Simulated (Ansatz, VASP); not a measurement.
## InSe: VASP beside Ansatz

```
CELL_PARAMETERS angstrom
1.99331 1.15084 8.28885
-1.99331 1.15084 8.28885
0.00000 -2.30168 8.28885
ATOMIC_POSITIONS crystal
In 0.00000 0.00000 0.00000
In 0.11220 0.11220 0.11220
Se 0.61550 0.61550 0.61550
Se 0.83000 0.83000 0.83000
```

Change from the starting cell: volume scaled by 0.99.

Alike in both runs: task single point; functional PBE; k mesh 7 × 7 × 7; occupations fermi-dirac, width 0.01 eV; no spin polarisation.

|  | VASP | Ansatz |
| --- | --- | --- |
| version | VASP 6.6.1 | Ansatz 0.2.0 |
| potentials or method | VASP PAW PBE potentials, release 64 (In_d, Se), cutoff 520 eV | all-electron LAPW, scalar-relativistic |

Ansatz gave:

- gap on the k mesh at the Fermi level (eV): 0.77
- pressure (GPa): 3.5
- traceless stress, the component that is largest in VASP (GPa): -0.50
- rms of the force components (eV/Å): 0.143

Task: Which values does VASP return?

Result: gap on the k mesh at the Fermi level (eV): 0.76; pressure (GPa): 3.5; traceless stress, the component that is largest in VASP (GPa): -0.50; rms of the force components (eV/Å): 0.152.

Atom by atom the forces differ by 0.009 eV/Å (rms over components). Ansatz ran all-electron here, and VASP with PAW potentials.
